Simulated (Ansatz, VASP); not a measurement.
**One calculation of GaP, two programs**

INCAR

```
SYSTEM = GaP
ALGO     = Normal         ! electronic algorithm
EDIFF    = 1E-6           ! SCF threshold, eV
ENCUT    = 520            ! plane-wave cutoff, eV
GGA      = PS             ! functional
ISIF     = 2              ! what is computed and relaxed
ISMEAR   = 1              ! smearing method
LASPH    = .True.         ! aspherical terms in the spheres
LCHARG   = .True.         ! write CHGCAR
LELF     = .True.         ! ELF
LREAL    = .False.        ! projectors in reciprocal space
LVHAR    = .True.       
LWAVE    = .False.        ! write WAVECAR
NBANDS   = 26             ! bands
NELM     = 100            ! most SCF steps
PREC     = Accurate       ! precision mode
SIGMA    = 0.1            ! smearing width, eV
```

File KPOINTS:

```
k-points
0
Gamma
  12 12 12
  0 0 0
```

POSCAR

```
GaP
1.0
    1.9430151755      1.1218003346      6.3343479488
   -1.9430151755      1.1218003346      6.3343479488
    0.0000000000     -2.2436006692      6.3343479488
Ga P
2 2
Direct
    0.4353720000      0.4353720000      0.4353720000
    0.5646280000      0.5646280000      0.5646280000
    0.0573890000      0.0573890000      0.0573890000
    0.9426110000      0.9426110000      0.9426110000
```

Input for Ansatz:

```yaml
crystal:
  lattice:
    - [1.9430151755, 1.1218003346, 6.3343479488]
    - [-1.9430151755, 1.1218003346, 6.3343479488]
    - [0.0, -2.2436006692, 6.3343479488]
  atoms:
    - { symbol: Ga, position: [0.435372, 0.435372, 0.435372] }
    - { symbol: Ga, position: [0.564628, 0.564628, 0.564628] }
    - { symbol: P, position: [0.057389, 0.057389, 0.057389] }
    - { symbol: P, position: [0.942611, 0.942611, 0.942611] }
basis:
  ecutwfc: 420
kpoints:
  mp_grid: { grid: [12, 12, 12] }
hamiltonian:
  xc: pbesol
scf:
  occupations: { method: cold, width: 0.1 }
output:
  forces: true
  stress: true
  eigenvalues: true
```

Change from the starting cell: strain -0.0150 x Voigt [0, 0, 1, 0, 0, 0], atoms carried along.

Alike in both runs: task single point; functional PBEsol; k mesh 12 × 12 × 12; no spin polarisation.

```csv
,VASP,Ansatz
version,VASP 6.6.1,Ansatz 0.2.0
potentials or method,"VASP PAW PBE potentials, release 64 (Ga_d, P), cutoff 520 eV","scalar-relativistic, plane waves, PAW"
occupations,"methfessel-paxton of order 1, width 0.1 eV","cold, width 0.1 eV"
valence electrons in the cell,36,36
```

|  | VASP | Ansatz | Ansatz less VASP |
| --- | --- | --- | --- |
| gap on the k mesh at the Fermi level (eV) | 0.82 | 0.80 | -0.011 |
| least direct gap on the mesh (eV) | 0.93 | 0.93 | +0.002 |
| pressure (GPa) | -1.6 | -1.6 | +0.03 |
| traceless stress, the component that is largest in VASP (GPa) | 2.35 | 2.36 | +0.019 |
| rms of the force components (eV/Å) | 0.137 | 0.143 | +0.0066 |

VASP's potentials were made for PBE, not for PBEsol. Atom by atom the forces differ by 0.007 eV/Å (rms over components).
